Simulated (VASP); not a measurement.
# AlCo (Cmmm) in VASP: a series of runs, part 2 of 2

VASP 6.6.1.

### Step 3. Single point, PBEsol (atoms displaced along a vibrational mode)

File INCAR:

```
ALGO = Fast ; EDIFF = 1E-6
ENCUT = 520 ; GGA = PS
ISIF = 2 ; ISMEAR = 0
LASPH = T ; LCHARG = T
LELF = T ; LREAL = F
LVHAR = T ; LWAVE = F
NBANDS = 20 ; NELM = 80
PREC = Accurate ; SIGMA = 0.15
```

File KPOINTS:

```
k-points
0
Gamma
  22 16 16
```

File POSCAR:

```
AlCo
1.0
   -2.8225855360      0.0000000000      0.0000000000
    0.0000000000      2.8225855360      2.8225855360
    0.0000000000      2.8225855360     -2.8225855360
Al Co
2 2
Direct
    0.0000000000     -0.0331487173      0.0331487173
    0.0000000000      0.5331487173      0.4668512827
    0.5000000000      0.4601429262     -0.0398570738
    0.5000000000      0.0398570738      0.5398570738
```

Potentials or basis: VASP PAW PBE potentials, release 64 (Al, Co).

Command:

```console
$ cat potpaw_PBE.64/Al/POTCAR potpaw_PBE.64/Co/POTCAR > POTCAR
$ mpirun -np 1 vasp_std > vasp.out
```

OUTCAR:

```text
EDIFF = 1E-6
   ENCUT = 520
   GGA = PS
   ISIF = 2
   ISMEAR = 0
   LASPH = T
   LREAL = F
   NELM = 80
   PREC = Accurate

 ion  position               nearest neighbor table
   1  0.000  0.967  0.033-   3 2.44   4 2.44   3 2.44   4 2.44   2 2.45   4 2.48   4 2.48   3 2.48
                             3 2.48   2 2.85   2 2.85   2 3.20
   2  0.000  0.533  0.467-   3 2.44   4 2.44   3 2.44   4 2.44   1 2.45   4 2.48   4 2.48   3 2.48
                             3 2.48   1 2.85   1 2.85   1 3.20
   3  0.500  0.460  0.960-   4 2.37   2 2.44   1 2.44   1 2.44   2 2.44   1 2.48   2 2.48   2 2.48
                             1 2.48   4 2.86   4 2.86
   4  0.500  0.040  0.540-   3 2.37   2 2.44   1 2.44   1 2.44   2 2.44   1 2.48   2 2.48   1 2.48
                             2 2.48   3 2.86   3 2.86

  LATTYP: Found a simple tetragonal cell.
 ALAT       =     3.9917387460
 C/A-ratio  =     0.7071067812

  Lattice vectors:

 A1 = (   0.0000000000,   2.8225855360,   2.8225855360)
 A2 = (   0.0000000000,   2.8225855360,  -2.8225855360)
 A3 = (  -2.8225855360,   0.0000000000,   0.0000000000)

Analysis of symmetry for initial positions (statically):
[... 180 lines left out ...]

 E-fermi :  10.8078     XC(G=0): -12.5206

 val. band max:       10.8071354144   @ k =   0.2727   0.4375   0.4375
 cond. band min:      10.8084832500   @ k =   0.0909   0.5000   0.4375
 fundamental gap:      0.0013478356
 Fermi energy:        10.8078452375

 k-point     1 :       0.0000    0.0000    0.0000
  band No.  band energies     occupation
      1      -0.4487      2.00000
      2       5.5474      2.00000
      3       7.4600      2.00000
      4       7.7785      2.00000
      5       7.8641      2.00000
      6       7.9481      2.00000
[... 541 lines left out ...]
     19      16.5106      0.00000
     20      18.9352      0.00000

 [... further k-points ...]

------------------------ aborting loop because EDIFF is reached ----------------------------------------

  FORCE on cell =-STRESS in cart. coord.  units (eV):
  Direction    XX          YY          ZZ          XY          YZ          ZX
  --------------------------------------------------------------------------------------
  -------------------------------------------------------------------------------------
  Total       -0.8888464      1.4135764      3.4608305      0.0000000      0.0000000      0.0000000
  in kB      -31.6640135     50.3568470    123.2876511      0.0000000      0.0000000      0.0000000
  external PRESSURE =      47.3268282 kB  Pullay stress =       0.0000000 kB

 VOLUME and BASIS-vectors are now :
 -----------------------------------------------------------------------------
  energy-cutoff  :      520.00
  volume of cell :       44.98
      direct lattice vectors                 reciprocal lattice vectors
    -2.822585536  0.000000000  0.000000000    -0.354285100  0.000000000  0.000000000
     0.000000000  2.822585536  2.822585536     0.000000000  0.177142550  0.177142550
     0.000000000  2.822585536 -2.822585536     0.000000000  0.177142550 -0.177142550

 POSITION                                       TOTAL-FORCE (eV/Angst)
 -----------------------------------------------------------------------------------
      0.00000      2.82259      2.63546         0.000000     -0.000000      1.112331
      0.00000      2.82259      0.18713         0.000000     -0.000000     -1.112331
     -1.41129      4.00888     -1.41129         0.000000      1.850092      0.000000
     -1.41129      1.63629     -1.41129         0.000000     -1.850092      0.000000
 -----------------------------------------------------------------------------------
    total drift:                               -0.000000     -0.000000      0.000000

  FREE ENERGIE OF THE ION-ELECTRON SYSTEM (eV)
  ---------------------------------------------------
  free  energy   TOTEN  =       -25.5945083364 eV

  energy  without entropy=      -25.5670177706  energy(sigma->0) =      -25.58076305
```

OSZICAR:

```text
N       E                     dE             d eps       ncg     rms          rms(c)
DAV:   1     0.118963577024E+03    0.11896E+03   -0.10140E+04 35096   0.131E+03
DAV:   2    -0.233729905471E+02   -0.14234E+03   -0.13490E+03 35132   0.263E+02
DAV:   3    -0.290764050102E+02   -0.57034E+01   -0.55757E+01 41220   0.674E+01
DAV:   4    -0.291964383702E+02   -0.12003E+00   -0.11990E+00 41708   0.869E+00
DAV:   5    -0.292010568314E+02   -0.46185E-02   -0.46182E-02 43368   0.175E+00    0.189E+01
RMM:   6    -0.342900129098E+02   -0.50890E+01   -0.53392E+01 39068   0.845E+01    0.254E+01
RMM:   7    -0.256336072046E+02    0.86564E+01   -0.17417E+01 35069   0.496E+01    0.335E+00
RMM:   8    -0.256184136376E+02    0.15194E-01   -0.15933E-01 38988   0.279E+00    0.154E+00
RMM:   9    -0.256032520778E+02    0.15162E-01   -0.62855E-02 38564   0.135E+00    0.819E-01
RMM:  10    -0.255943689066E+02    0.88832E-02   -0.18184E-02 42164   0.157E+00    0.222E-01
RMM:  11    -0.255944826391E+02   -0.11373E-03   -0.27013E-03 45552   0.339E-01    0.127E-01
RMM:  12    -0.255944899301E+02   -0.72910E-05   -0.63394E-04 49141   0.191E-01    0.627E-02
RMM:  13    -0.255945070563E+02   -0.17126E-04   -0.17934E-04 51779   0.862E-02    0.142E-02
RMM:  14    -0.255945080551E+02   -0.99888E-06   -0.22234E-05 49551   0.288E-02    0.139E-02
RMM:  15    -0.255945083364E+02   -0.28125E-06   -0.38455E-06 33100   0.123E-02
   1 F= -.25594508E+02 E0= -.25580763E+02  d E =-.274906E-01
```

stdout:

```text
POSCAR found type information on POSCAR AlCo
 POSCAR found :  2 types and       4 ions
 scaLAPACK will be used
 -----------------------------------------------------------------------------
|                                                                             |
|                                                                             |
|     You enforced a specific xc type in the INCAR file but a different       |
|     I HOPE YOU KNOW WHAT YOU ARE DOING!                                     |
|                                                                             |
 -----------------------------------------------------------------------------

 LDA part: xc-table for (Slater+PW92), standard interpolation
 POSCAR, INCAR and KPOINTS ok, starting setup
 FFT: planning ... GRIDC
 FFT: planning ... GRID_SOFT
 FFT: planning ... GRID
 WAVECAR not read
 entering main loop
WARNING in EDDRMM: call to ZHEGV failed, returncode =   8  4     20
```

It took 19 min on 1 thread of Oxide Virtual Turin-like, shared host; peak memory 0.7 GiB.

What came out:

```
Free energy            : -25.5945 eV
Pressure               : 4.7 GPa
Largest force          : 1.850 eV/Å
Band gap on the k mesh : zero (bands 12 and 13 overlap by 0.95 eV)
```

Forces on the atoms (eV/Å):
```
Al   0.000  0.000  1.112
Al   0.000  0.000 -1.112
Co   0.000  1.850  0.000
Co   0.000 -1.850  0.000
```

Stress tensor (GPa, compression positive):
```
-3.17  0.00  0.00
 0.00  5.04  0.00
 0.00  0.00 12.33
```

Levels at points of the mesh, in eV from the Fermi level:
```
           k point  band 9  band 10  band 11  band 12  band 13  band 14  band 15  band 16
(0.00, 0.00, 0.00)   -1.32    -0.81    -0.62    -0.43    -0.20     1.90     3.40     6.10
(0.50, 0.00, 0.00)   -0.79    -0.24    -0.07     0.16     2.51     2.79     3.00     4.49
(0.00, 0.50, 0.00)   -1.28    -1.15    -1.01    -0.81     0.70     1.79     3.55     4.64
(0.50, 0.50, 0.00)   -1.44    -1.02    -0.80     0.14     0.31     0.52     4.88     5.27
(0.00, 0.50, 0.50)   -1.64    -1.32    -0.59    -0.55     0.01     0.09     8.47     8.71
(0.50, 0.50, 0.50)   -1.68    -1.39    -1.12    -0.63    -0.07    -0.07     2.30     2.35
```

Caveat: the cell differs from its parent crystal (atoms displaced along a vibrational mode); the stress differs along the axes, from -3 to 12 GPa; the PAW data sets were made with another functional, which shifts forces and pressure a little; the run has no spin polarisation, though such a crystal can be magnetic.
